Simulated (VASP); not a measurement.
# BaTiO3 (P4mm) in VASP: further runs, part 2 of 2

VASP 6.6.1. Earlier steps stand in the parts before.

## 3. Single point, r2SCAN (strain +0.000 along x and y, +0.030 along z)

POSCAR reads:

```
BaTiO3
1.0
    3.9723167976      0.0000000000      0.0000000000
    0.0000000000      3.9723167976      0.0000000000
    0.0000000000      0.0000000000      4.2357540449
Ba Ti O
1 1 3
Direct
    0.0000000000      0.0000000000      0.9926109041
    0.5000000000      0.5000000000      0.4745255187
    0.5000000000      0.5000000000      0.0315737051
    0.5000000000      0.0000000000      0.5146449361
    0.0000000000      0.5000000000      0.5146449361
```

INCAR.step1 reads:

```
  PREC = Accurate
  ENCUT = 520
  ISMEAR = 0
  SIGMA = 0.05
  LREAL = F
  LASPH = T
  NELM = 80
  NBANDS = 28
  GGA = PE
  ALGO = Normal
  EDIFF = 1E-4
  LWAVE = T
  LCHARG = F
```

INCAR.step2 reads:

```
  PREC = Accurate
  ENCUT = 520
  EDIFF = 1E-6
  ISMEAR = 0
  SIGMA = 0.05
  LREAL = F
  LASPH = T
  NELM = 80
  ALGO = Normal
  ISIF = 2
  LWAVE = F
  LCHARG = F
  METAGGA = R2SCAN
  LMIXTAU = T
  NBANDS = 28
  ISTART = 1
```

KPOINTS reads:

```
regular mesh
0
Gamma
  8 8 8
```

Potentials or basis: VASP PAW PBE potentials, release 64 (Ba_sv, Ti_sv, O).

Run with:

```bash
> cat potpaw_PBE.64/Ba_sv/POTCAR potpaw_PBE.64/Ti_sv/POTCAR potpaw_PBE.64/O/POTCAR > POTCAR
> cp INCAR.step1 INCAR
> mpirun -np 1 vasp_std > vasp.out
> cp INCAR.step2 INCAR
> mpirun -np 1 vasp_std > vasp.out
```

OUTCAR:

```text
PREC = Accurate
   ENCUT = 520
   EDIFF = 1E-6
   ISMEAR = 0
   LREAL = F
   LASPH = T
   NELM = 80
   ISIF = 2
   METAGGA = R2SCAN
   ISTART = 1

 ion  position               nearest neighbor table
   1  0.000  0.000  0.993-   3 2.81   3 2.81   3 2.81   3 2.81   5 2.84   5 2.84   4 2.84   4 2.84
                             4 2.97   5 2.97   5 2.97   4 2.97   2 3.47   2 3.47   2 3.47   2 3.47
   2  0.500  0.500  0.475-   3 1.88   4 1.99   5 1.99   4 1.99   5 1.99   3 2.36   1 3.47   1 3.47
                             1 3.47   1 3.47   1 3.56   1 3.56   1 3.56   1 3.56
   3  0.500  0.500  0.032-   2 1.88   2 2.36   1 2.81   1 2.81   1 2.81   1 2.81
   4  0.500  0.000  0.515-   2 1.99   2 1.99   1 2.84   1 2.84   1 2.97   1 2.97
   5  0.000  0.500  0.515-   2 1.99   2 1.99   1 2.84   1 2.84   1 2.97   1 2.97

  LATTYP: Found a simple tetragonal cell.
 ALAT       =     3.9723167976
 C/A-ratio  =     1.0663182875

  Lattice vectors:

 A1 = (   3.9723167976,   0.0000000000,   0.0000000000)
 A2 = (   0.0000000000,   3.9723167976,   0.0000000000)
 A3 = (   0.0000000000,   0.0000000000,   4.2357540449)

Analysis of symmetry for initial positions (statically):
=====================================================================
 Subroutine PRICEL returns:
 Original cell was already a primitive cell.

 Routine SETGRP: Setting up the symmetry group for a
 simple tetragonal supercell.

 Subroutine GETGRP returns: Found  8 space group operations
 (whereof  8 operations were pure point group operations)
 out of a pool of 16 trial point group operations.

The static configuration has the point symmetry C_4v.

Analysis of symmetry for dynamics (positions and initial velocities):
=====================================================================
 Subroutine PRICEL returns:
 Original cell was already a primitive cell.

 Routine SETGRP: Setting up the symmetry group for a
 simple tetragonal supercell.

 Subroutine GETGRP returns: Found  8 space group operations
 (whereof  8 operations were pure point group operations)
 out of a pool of 16 trial point group operations.

The dynamic configuration has the point symmetry C_4v.

 Subroutine INISYM returns: Found  8 space group operations
 (whereof  8 operations are pure point group operations),
 and found     1 'primitive' translations

----------------------------------------------------------------------------------------

                                     Primitive cell

  volume of cell :      66.8372

  direct lattice vectors                    reciprocal lattice vectors
     3.972316798  0.000000000  0.000000000     0.251742258  0.000000000  0.000000000
     0.000000000  3.972316798  0.000000000     0.000000000  0.251742258  0.000000000
     0.000000000  0.000000000  4.235754045     0.000000000  0.000000000  0.236085474

  length of vectors
     3.972316798  3.972316798  4.235754045     0.251742258  0.251742258  0.236085474

  position of ions in fractional coordinates (direct lattice)
     0.000000000  0.000000000  0.992610904
     0.500000000  0.500000000  0.474525519
[... 34 lines left out ...]
 ===========================================

 Found     75 irreducible k-points:

 Following reciprocal coordinates:
            Coordinates               Weight
  0.000000  0.000000  0.000000      1.000000
  0.125000  0.000000  0.000000      4.000000
  0.250000  0.000000  0.000000      4.000000
  0.375000  0.000000  0.000000      4.000000
  0.500000  0.000000  0.000000      2.000000
  0.125000  0.125000  0.000000      4.000000
[... 16 lines left out ...]
  0.375000  0.125000  0.125000     16.000000
  0.500000  0.125000  0.125000      8.000000
 [... further k-points ...]
   k-points           NKPTS =     75   k-points in BZ     NKDIM =     75   number of bands    NBANDS=     28
   number of dos      NEDOS =    301   number of ions     NIONS =      5
   total plane-waves  NPLWV =  28800
   dimension x,y,z NGX =    30 NGY =   30 NGZ =   32
   dimension x,y,z NGXF=    60 NGYF=   60 NGZF=   64
   ions per type =               1   1   3
   NGX,Y,Z   is equivalent  to a cutoff of  12.56, 12.56, 12.56 a.u.
   NGXF,Y,Z  is equivalent  to a cutoff of  25.11, 25.11, 25.12 a.u.
 SYSTEM =  unknown system
   PREC   = accura    normal or accurate (medium, high low for compatibility)
   ISTART =      1    job   : 0-new  1-cont  2-samecut
   ICHARG =      0    charge: 1-file 2-atom 10-const
   ISPIN  =      1    spin polarized calculation?
   LNONCOLLINEAR =      F non collinear calculations
   LSORBIT =      F    spin-orbit coupling
   LASPH  =      T    aspherical Exc in radial PAW
   ENCUT  =  520.0 eV  38.22 Ry    6.18 a.u.   7.39  7.39  7.88*2*pi/ulx,y,z
   NELM   =     80;   NELMIN=  2; NELMDL=  0     # of ELM steps
   EDIFF  = 0.1E-05   stopping-criterion for ELM
   LREAL  =      F    real-space projection
   EDIFFG = 0.1E-04   stopping-criterion for IOM
   NSW    =      0    number of steps for IOM
   IBRION =     -1    ionic relax: 0-MD 1-quasi-New 2-CG
   NFREE  =      0    steps in history (QN), initial steepest desc. (CG)
   ISIF   =      2    stress and relaxation
   ISYM   =      2    0-nonsym 1-usesym 2-fastsym
   POTIM  = 0.5000    time-step for ionic-motion
   TEBEG  =    0.0;   TEEND  =   0.0 temperature during run
   PSTRESS=    0.0 pullay stress
   NELECT =      40.0000    total number of electrons
   NUPDOWN=      -1.0000    fix difference up-down
   EMIN   =  10.00;   EMAX   =-10.00  energy-range for DOS
   EFERMI =   0.00;   METHOD = LEGACY
   ISMEAR =     0;   SIGMA  =   0.05  broadening in eV -4-tet -1-fermi 0-gaus
   EFERMI_NEDOS =   21; number of points for ismear=-14 and -15
   IALGO  =     38    algorithm
   IMIX   =      4    mixing-type and parameters
     AMIX     =   0.40;   BMIX     =  1.00
     AMIX_MAG =   1.60;   BMIX_MAG =  1.00
  volume/ion in A,a.u.               =      13.37        90.21
  Fermi-wavevector in a.u.,A,eV,Ry     =   1.379607  2.607079 25.896172  1.903315
  Thomas-Fermi vector in A             =   2.504561
   LORBIT       =      0    0 simple, 1 ext, 2 COOP (PROOUT), +10 PAW based schemes
   METAGGA = R2SCAN    functional components
   LHFCALC =     F    Hartree Fock is set to
   AEXX    =    0.0000 exact exchange contribution
   IVDW    =     0    specifies the selected vdW correction
   LEPSILON=     F    determine dielectric tensor
   LRPA    =     F    only Hartree local field effects (RPA)
 non-spin polarized calculation
 Gauss-broadening in eV      SIGMA  =   0.05
  energy-cutoff  :      520.00
  volume of cell :       66.84
 maximum number of plane-waves:      1832
 NGX is ok and might be reduce to    30
   NGX = 15   NGY = 15   NGZ = 15

 number of electron      39.9999980 magnetization

 Free energy of the ion-electron system (eV)
  ---------------------------------------------------
  ext. energy  EPLUGINS =         0.00000000
  ---------------------------------------------------
  free energy    TOTEN  =       -74.23471280 eV

  energy without entropy =      -74.23471280  energy(sigma->0) =      -74.23471280

 E-fermi :   3.7218     XC(G=0): -11.6653

 val. band max:        3.4174462888   @ k =   0.5000   0.5000   0.5000
 cond. band min:       5.5482716593   @ k =   0.0000   0.0000   0.0000
 fundamental gap:      2.1308253705
 Fermi energy:         3.7218215605

 k-point     1 :       0.0000    0.0000    0.0000
  band No.  band energies     occupation
      1     -55.5611      2.00000
      2     -30.7866      2.00000
      3     -30.7055      2.00000
      4     -30.7055      2.00000
      5     -22.4127      2.00000
      6     -14.5703      2.00000
[... 733 lines left out ...]
     27      11.6764      0.00000
     28      12.4018      0.00000

 [... further k-points ...]

------------------------ aborting loop because EDIFF is reached ----------------------------------------

  FORCE on cell =-STRESS in cart. coord.  units (eV):
  Direction    XX          YY          ZZ          XY          YZ          ZX
  --------------------------------------------------------------------------------------
  -------------------------------------------------------------------------------------
  Total       -0.5164837     -0.5164837     -2.5571201      0.0000000      0.0000000      0.0000000
  in kB      -12.3807998    -12.3807998    -61.2975656      0.0000000      0.0000000      0.0000000
  external PRESSURE =     -28.6863884 kB  Pullay stress =       0.0000000 kB

 VOLUME and BASIS-vectors are now :
 -----------------------------------------------------------------------------
  energy-cutoff  :      520.00
  volume of cell :       66.84
      direct lattice vectors                 reciprocal lattice vectors
     3.972316798  0.000000000  0.000000000     0.251742258  0.000000000  0.000000000
     0.000000000  3.972316798  0.000000000     0.000000000  0.251742258  0.000000000
     0.000000000  0.000000000  4.235754045     0.000000000  0.000000000  0.236085474

 POSITION                                       TOTAL-FORCE (eV/Angst)
 -----------------------------------------------------------------------------------
      0.00000      0.00000      4.20446        -0.000000     -0.000000     -0.036749
      1.98616      1.98616      2.00997        -0.000000     -0.000000     -0.513680
      1.98616      1.98616      0.13374        -0.000000      0.000000      0.594920
      1.98616      0.00000      2.17991        -0.000000     -0.000000     -0.022245
      0.00000      1.98616      2.17991         0.000000     -0.000000     -0.022245
 -----------------------------------------------------------------------------------
    total drift:                                0.000000      0.000000     -0.003373

  FREE ENERGIE OF THE ION-ELECTRON SYSTEM (eV)
  ---------------------------------------------------
  free  energy   TOTEN  =       -74.2347128019 eV

  energy  without entropy=      -74.2347128019  energy(sigma->0) =      -74.23471280
```

Run time: 7.2 min. Hardware: 1 thread of Intel Xeon 6975P-C (Granite Rapids), shared host; peak memory 0.27 GiB.

What came out:

```yaml
Free_energy: -74.2347 eV
Pressure: -2.9 GPa
Largest_force: 0.595 eV/Å
Band_gap_on_the_k_mesh: 2.13 eV (least direct gap 2.69 eV)
```

Forces on the atoms (eV/Å):
```
Ba   0.000  0.000 -0.037
Ti   0.000  0.000 -0.514
O    0.000  0.000  0.595
O    0.000  0.000 -0.022
O    0.000  0.000 -0.022
```

Caveat: the cell differs from its parent crystal (strain +0.000 along x and y, +0.030 along z); the PAW data sets were made with another functional, which shifts forces and pressure a little; spin-orbit coupling is left out, which moves the levels of the heavy elements. A k mesh can miss the band edges.
